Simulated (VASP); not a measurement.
# Sr2Yb (Fd-3m) in VASP: notebook

The runs below take Sr2Yb through single point, with PBE, PBE+U.

Everything below comes from runs of VASP 6.6.1. Logs are shortened: lines on timing, memory, paths and dates and some standing lists are left out, and cuts for length are marked.

## Step 1: The cell of the first run

Symmetry: Fd-3m, No. 227, cubic system. Conventional cell: a = 8.771 Å, b = 8.771 Å, c = 8.771 Å, α = 90.00°, β = 90.00°, γ = 90.00°. Within 4.1 Å of Sr (site symmetry -3m) lie 6 Sr at 3.10 Å and 6 Yb at 3.64 Å. Within 4.8 Å of Yb (site symmetry -43m) lie 12 Sr at 3.64 Å and 4 Yb at 3.80 Å.

## Step 2: Single point, PBE

The input, INCAR:

```
SYSTEM = Sr2Yb
PREC     = Accurate       ! precision mode
ENCUT    = 520            ! plane-wave cutoff, eV
EDIFF    = 1E-6           ! SCF threshold, eV
ISMEAR   = 0              ! smearing method
SIGMA    = 0.1            ! smearing width, eV
LREAL    = .FALSE.        ! projectors in reciprocal space
LASPH    = .TRUE.         ! aspherical terms in the spheres
NELM     = 100            ! most SCF steps
ALGO     = Normal         ! electronic algorithm
ISIF     = 2              ! what is computed and relaxed
LWAVE    = .FALSE.        ! write WAVECAR
LCHARG   = .FALSE.        ! write CHGCAR
GGA      = PE             ! functional
NBANDS   = 53             ! bands
```

The input, KPOINTS:

```
regular mesh
0
G
  4 4 4
  0 0 0
```

The input, POSCAR:

```
Sr2Yb
1.0
    0.0000000000      4.3854617400      4.3854617400
    4.3854617400      0.0000000000      4.3854617400
    4.3854617400      4.3854617400      0.0000000000
Sr Yb
4 2
Direct
    0.6250000000      0.6250000000      0.6250000000
    0.1250000000      0.6250000000      0.6250000000
    0.6250000000      0.6250000000      0.1250000000
    0.6250000000      0.1250000000      0.6250000000
    0.0000000000      0.0000000000      0.0000000000
    0.2500000000      0.2500000000      0.2500000000
```

Potentials or basis: VASP PAW PBE potentials, release 64 (Sr_sv, Yb).

Launch:

```sh
$ cat potpaw_PBE.64/Sr_sv/POTCAR potpaw_PBE.64/Yb/POTCAR > POTCAR
$ mpirun -np 1 vasp_std > vasp.out
```

OUTCAR:

```text
SYSTEM = Sr2Yb
   PREC = Accurate
   ENCUT = 520
   EDIFF = 1E-6
   ISMEAR = 0
   LREAL = .FALSE.
   LASPH = .TRUE.
   NELM = 100
   ISIF = 2
   GGA = PE

 ion  position               nearest neighbor table
   1  0.625  0.625  0.625-   2 3.10   3 3.10   4 3.10   3 3.10   4 3.10   2 3.10   6 3.64   5 3.64
                             6 3.64   5 3.64   6 3.64   5 3.64
   2  0.125  0.625  0.625-   1 3.10   3 3.10   4 3.10   1 3.10   3 3.10   4 3.10   5 3.64   6 3.64
                             5 3.64   5 3.64   6 3.64   6 3.64
   3  0.625  0.625  0.125-   1 3.10   1 3.10   2 3.10   4 3.10   4 3.10   2 3.10   6 3.64   5 3.64
                             6 3.64   5 3.64   6 3.64   5 3.64
   4  0.625  0.125  0.625-   1 3.10   3 3.10   1 3.10   2 3.10   3 3.10   2 3.10   5 3.64   6 3.64
                             5 3.64   6 3.64   6 3.64   5 3.64
   5  0.000  0.000  0.000-   1 3.64   3 3.64   4 3.64   1 3.64   2 3.64   3 3.64   1 3.64   2 3.64
                             4 3.64   2 3.64   3 3.64   4 3.64   6 3.80   6 3.80   6 3.80   6 3.80
   6  0.250  0.250  0.250-   2 3.64   3 3.64   4 3.64   1 3.64   2 3.64   4 3.64   1 3.64   2 3.64
                             3 3.64   1 3.64   3 3.64   4 3.64   5 3.80   5 3.80   5 3.80   5 3.80

  LATTYP: Found a face centered cubic cell.
 ALAT       =     8.7709234800

  Lattice vectors:

 A1 = (   0.0000000000,   4.3854617400,   4.3854617400)
 A2 = (   4.3854617400,   0.0000000000,   4.3854617400)
 A3 = (   4.3854617400,   4.3854617400,   0.0000000000)

Analysis of symmetry for initial positions (statically):
=====================================================================
 Subroutine PRICEL returns:
 Original cell was already a primitive cell.

 Routine SETGRP: Setting up the symmetry group for a
 face centered cubic supercell.

 Subroutine GETGRP returns: Found 48 space group operations
 (whereof 24 operations were pure point group operations)
 out of a pool of 48 trial point group operations.

The static configuration has the point symmetry T_d .
 The point group associated with its full space group is O_h .

Analysis of symmetry for dynamics (positions and initial velocities):
=====================================================================
 Subroutine PRICEL returns:
 Original cell was already a primitive cell.

 Routine SETGRP: Setting up the symmetry group for a
 face centered cubic supercell.

 Subroutine GETGRP returns: Found 48 space group operations
 (whereof 24 operations were pure point group operations)
 out of a pool of 48 trial point group operations.

The dynamic configuration has the point symmetry T_d .
 The point group associated with its full space group is O_h .

[... 94 lines left out ...]
   NFREE  =      0    steps in history (QN), initial steepest desc. (CG)
   ISIF   =      2    stress and relaxation
   ISYM   =      2    0-nonsym 1-usesym 2-fastsym
   POTIM  = 0.5000    time-step for ionic-motion
   TEBEG  =    0.0;   TEEND  =   0.0 temperature during run
   PSTRESS=    0.0 pullay stress
   NELECT =      88.0000    total number of electrons
   NUPDOWN=      -1.0000    fix difference up-down
   EMIN   =  10.00;   EMAX   =-10.00  energy-range for DOS
   EFERMI =   0.00;   METHOD = LEGACY
   ISMEAR =     0;   SIGMA  =   0.10  broadening in eV -4-tet -1-fermi 0-gaus
   EFERMI_NEDOS =   21; number of points for ismear=-14 and -15
   IALGO  =     38    algorithm
   IMIX   =      4    mixing-type and parameters
     AMIX     =   0.40;   BMIX     =  1.00
     AMIX_MAG =   1.60;   BMIX_MAG =  1.00
  volume/ion in A,a.u.               =      28.11       189.72
  Fermi-wavevector in a.u.,A,eV,Ry     =   1.317884  2.490439 23.630833  1.736817
  Thomas-Fermi vector in A             =   2.447893
   LORBIT       =      0    0 simple, 1 ext, 2 COOP (PROOUT), +10 PAW based schemes
   GGA     = PE    functional components
   LHFCALC =     F    Hartree Fock is set to
   AEXX    =    0.0000 exact exchange contribution
   IVDW    =     0    specifies the selected vdW correction
   LEPSILON=     F    determine dielectric tensor
   LRPA    =     F    only Hartree local field effects (RPA)
 non-spin polarized calculation
 Gauss-broadening in eV      SIGMA  =   0.10
  energy-cutoff  :      520.00
  volume of cell :      168.68
 maximum number of plane-waves:      4573
 NGX is ok and might be reduce to    48
   NGX = 23   NGY = 23   NGZ = 23

 number of electron      87.9999981 magnetization

 Free energy of the ion-electron system (eV)
  ---------------------------------------------------
  ext. energy  EPLUGINS =         0.00000000
  ---------------------------------------------------
  free energy    TOTEN  =        -6.97651152 eV

  energy without entropy =       -6.92503802  energy(sigma->0) =       -6.95077477

 E-fermi :   3.7907     XC(G=0):  -9.9993

 val. band max:        3.7694070611   @ k =   0.5000   0.2500   0.0000
 cond. band min:       3.8077164365   @ k =  -0.2500   0.2500   0.0000
 fundamental gap:      0.0383093754
 Fermi energy:         3.7906813646

 k-point     1 :       0.0000    0.0000    0.0000
  band No.  band energies     occupation
      1     -47.8307      2.00000
      2     -47.8228      2.00000
      3     -31.9804      2.00000
      4     -31.5459      2.00000
      5     -31.5459      2.00000
      6     -31.5459      2.00000
[... 437 lines left out ...]
     52       4.9850      0.00000
     53       5.7685      0.00000

------------------------ aborting loop because EDIFF is reached ----------------------------------------

  FORCE on cell =-STRESS in cart. coord.  units (eV):
  Direction    XX          YY          ZZ          XY          YZ          ZX
  --------------------------------------------------------------------------------------
  -------------------------------------------------------------------------------------
  Total       19.0373394     19.0373394     19.0373394      0.0000000     -0.0000000      0.0000000
  in kB      180.8176664    180.8176664    180.8176664      0.0000000     -0.0000000      0.0000000
  external PRESSURE =     180.8176664 kB  Pullay stress =       0.0000000 kB

 VOLUME and BASIS-vectors are now :
 -----------------------------------------------------------------------------
  energy-cutoff  :      520.00
  volume of cell :      168.68
      direct lattice vectors                 reciprocal lattice vectors
     0.000000000  4.385461740  4.385461740    -0.114013080  0.114013080  0.114013080
     4.385461740  0.000000000  4.385461740     0.114013080 -0.114013080  0.114013080
     4.385461740  4.385461740  0.000000000     0.114013080  0.114013080 -0.114013080

 POSITION                                       TOTAL-FORCE (eV/Angst)
 -----------------------------------------------------------------------------------
      5.48183      5.48183      5.48183         0.000000     -0.000000     -0.000000
      5.48183      3.28910      3.28910         0.000000     -0.000000     -0.000000
      3.28910      3.28910      5.48183         0.000000     -0.000000     -0.000000
      3.28910      5.48183      3.28910         0.000000     -0.000000     -0.000000
      0.00000      0.00000      0.00000         0.000000      0.000000      0.000000
      2.19273      2.19273      2.19273        -0.000000     -0.000000     -0.000000
 -----------------------------------------------------------------------------------
    total drift:                               -0.000000     -0.000000     -0.000000

  FREE ENERGIE OF THE ION-ELECTRON SYSTEM (eV)
  ---------------------------------------------------
  free  energy   TOTEN  =        -6.9765115157 eV

  energy  without entropy=       -6.9250380200  energy(sigma->0) =       -6.95077477
```

OSZICAR:

```text
N       E                     dE             d eps       ncg     rms          rms(c)
DAV:   1     0.912545284973E+03    0.91255E+03   -0.33753E+04  1329   0.923E+03
DAV:   2     0.182972604882E+03   -0.72957E+03   -0.69739E+03  1423   0.121E+03
DAV:   3     0.236675872488E+02   -0.15931E+03   -0.15576E+03  1282   0.307E+02
[... 45 lines left out ...]
DAV:  49    -0.697652372614E+01   -0.19715E-05   -0.13006E-05   928   0.185E-02    0.199E-01
DAV:  50    -0.697651417895E+01    0.95472E-05   -0.18313E-05   984   0.454E-02    0.730E-02
DAV:  51    -0.697651534970E+01   -0.11708E-05   -0.23630E-05   968   0.155E-01    0.893E-02
DAV:  52    -0.697651123491E+01    0.41148E-05   -0.77932E-06   887   0.899E-02    0.299E-02
DAV:  53    -0.697651151569E+01   -0.28079E-06   -0.93743E-07   553   0.182E-02
   1 F= -.69765115E+01 E0= -.69507748E+01  d E =-.514735E-01
```

stdout:

```text
POSCAR found type information on POSCAR SrYb
 POSCAR found :  2 types and       6 ions
 scaLAPACK will be used
 LDA part: xc-table for (Slater+PW92), standard interpolation
 POSCAR, INCAR and KPOINTS ok, starting setup
 FFT: planning ... GRIDC
 FFT: planning ... GRID_SOFT
 FFT: planning ... GRID
 WAVECAR not read
 entering main loop
```

Run time: 6.4 min. Hardware: 1 thread of Intel Xeon Platinum 8259CL at 2.50GHz (Skylake/Cascade Lake), shared host; peak memory 0.36 GiB.

Results:

```yaml
Free_energy: -6.9765 eV
Pressure: 18.1 GPa
Band_gap_on_the_k_mesh: zero (band 44 reaches 4.00 eV, above the bottom of band 45 at 3.51 eV)
```

Levels at points of the mesh, in eV from the Fermi level:
```tsv
k point	band 42	band 43	band 44	band 45	band 46	band 47
(0.00, 0.00, 0.00)	-0.38	-0.38	-0.28	-0.28	-0.28	1.18
(0.50, 0.00, 0.00)	-0.29	-0.29	-0.11	0.48	0.48	0.52
(0.50, 0.50, 0.00)	-0.39	0.19	0.19	0.34	0.34	0.65
```

Caveat: spin-orbit coupling is left out, which moves the levels of the heavy elements; without U or exact exchange the open f shell lies at the Fermi level, which spoils levels, moments and volumes. Spin polarisation is off, so any magnetic state and its effect on volume and gap are missing.

[end of part 1 of 2]
